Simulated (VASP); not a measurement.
Set up this calculation in VASP 6.6.1, as the native input.

```yaml
Task: single point
Functional: r2SCAN
Potentials_or_basis: VASP PAW PBE potentials, release 64 (Re, F)
Cutoff: 520 eV
k_mesh: 10 × 10 × 10
Occupations: gaussian, width 0.05 eV
Spin: collinear spin
Starting_moments: "[2.0, 0.0, 0.0, 0.0] μB"
Dipole_correction: no
Further_INCAR_settings: ALGO = Normal; EDIFF = 1e-06; NBANDS = 26
```

Crystal: ReF3.

```xyz
4
Lattice="4.0727 0.0000 0.0000 0.0000 4.0727 0.0000 0.0000 0.0000 4.0727" Properties=species:S:1:pos:R:3 pbc="T T T"
Re    0.0000    0.0000    0.0000
F     2.0364    0.0000    0.0000
F     0.0000    0.0000    2.0364
F     0.0000    2.0364    0.0000
```

The input as run:

POSCAR

```
ReF3
1.0
    4.0727436752      0.0000000000      0.0000000000
    0.0000000000      4.0727436752      0.0000000000
    0.0000000000      0.0000000000      4.0727436752
Re F
1 3
Direct
    0.0000000000      0.0000000000      0.0000000000
    0.5000000000      0.0000000000      0.0000000000
    0.0000000000      0.0000000000      0.5000000000
    0.0000000000      0.5000000000      0.0000000000
```

INCAR.step1

```
PREC     = Accurate       # precision mode
ENCUT    = 520            # plane-wave cutoff, eV
ISMEAR   = 0              # smearing method
SIGMA    = 0.05           # smearing width, eV
LREAL    = False          # projectors in reciprocal space
LASPH    = True           # aspherical terms in the spheres
NELM     = 150            # most SCF steps
ISPIN    = 2              # spin polarisation
MAGMOM   = 2 0 0 0        # initial moments
LMAXMIX  = 4              # l up to which the mixer works
NBANDS   = 26             # bands
GGA      = PE             # functional
ALGO     = Normal         # electronic algorithm
EDIFF    = 1E-4           # SCF threshold, eV
LWAVE    = True           # write WAVECAR
LCHARG   = False          # write CHGCAR
```

INCAR.step2

```
PREC     = Accurate       # precision mode
ENCUT    = 520            # plane-wave cutoff, eV
EDIFF    = 1E-6           # SCF threshold, eV
ISMEAR   = 0              # smearing method
SIGMA    = 0.05           # smearing width, eV
LREAL    = False          # projectors in reciprocal space
LASPH    = True           # aspherical terms in the spheres
NELM     = 150            # most SCF steps
ALGO     = Normal         # electronic algorithm
ISIF     = 2              # what is computed and relaxed
LWAVE    = False          # write WAVECAR
LCHARG   = False          # write CHGCAR
ISPIN    = 2              # spin polarisation
MAGMOM   = 2 0 0 0        # initial moments
LORBIT   = 11             # projections on sites
LMAXMIX  = 4              # l up to which the mixer works
METAGGA  = R2SCAN         # meta-GGA
LMIXTAU  = True         
NBANDS   = 26             # bands
ISTART   = 1
```

KPOINTS

```
regular mesh
0
Gamma
  10 10 10
```

Potentials or basis: VASP PAW PBE potentials, release 64 (Re, F).

Run with:

```console
$ cat potpaw_PBE.64/Re/POTCAR potpaw_PBE.64/F/POTCAR > POTCAR
$ cp INCAR.step1 INCAR
$ mpirun -np 1 vasp_std > vasp.out
$ cp INCAR.step2 INCAR
$ mpirun -np 1 vasp_std > vasp.out
```

It gave:

* Pressure: -1.6 GPa
* Band gap on the k mesh: zero (filled and empty bands overlap)
* Net moment: 2.00 μB per cell
* Site moments: Re +1.77; F +0.08 μB
* Valence electrons inside the program's atomic spheres: Re 5.41; F 6.13

Caveat: the PAW data sets were made with another functional, which shifts forces and pressure a little; spin-orbit coupling is left out, which moves the levels of the heavy elements.

It took 9 min on 1 thread of Intel(R) Xeon(R) Platinum 8375C CPU @ 2.90GHz (Ice Lake), with other jobs on the host, peak memory 0.29 GiB.
